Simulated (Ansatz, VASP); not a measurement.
## One calculation of Si4N, two programs

```xyz
5
Lattice="-2.1507 2.1507 4.5154 2.1507 -2.1507 4.5154 2.1507 2.1507 -4.5154" Properties=species:S:1:pos:R:3 pbc="T T T"
Si    0.0000    2.1507    2.2577
Si    2.1507    0.0000    2.2577
Si    0.0000    0.0000    3.3744
Si    0.0000    0.0000    5.6564
N     0.0000    0.0000    0.0000
```

Change from the starting cell: species swapped into the SrAl4 type (I4/mmm, No. 139).

Alike in both runs: functional PBE; k mesh 6 × 6 × 6; occupations gaussian, width 0.1 eV; collinear spin.

Ansatz relaxed the structure, and its values are those at the end. VASP's run is a single point on that final structure, the one shown.

|  | VASP | Ansatz |
| --- | --- | --- |
| version | VASP 6.6.1 | Ansatz 0.2.0 |
| potentials or method | VASP PAW PBE potentials, release 64 (Si, N), cutoff 520 eV | scalar-relativistic, plane waves, PAW |
| valence electrons in the cell | 21 | 21 |

|  | VASP | Ansatz | Ansatz less VASP |
| --- | --- | --- | --- |
| gap on the k mesh at the Fermi level (eV) | none | none | - |
| pressure (GPa) | -0.1 | 0.0 | +0.10 |
| rms of the force components (eV/Å) | 0.006 | 0.005 | -0.0010 |
| net moment per atom (μB) | 0.41 | 0.41 | 0.000 |
| size of the moment on the site where the two differ most (μB) | 1.30 | 1.85 | +0.546 |

Site moments also hang on the region over which each program counts them. A gap of «none» marks a metal or a gap that the smearing closes.
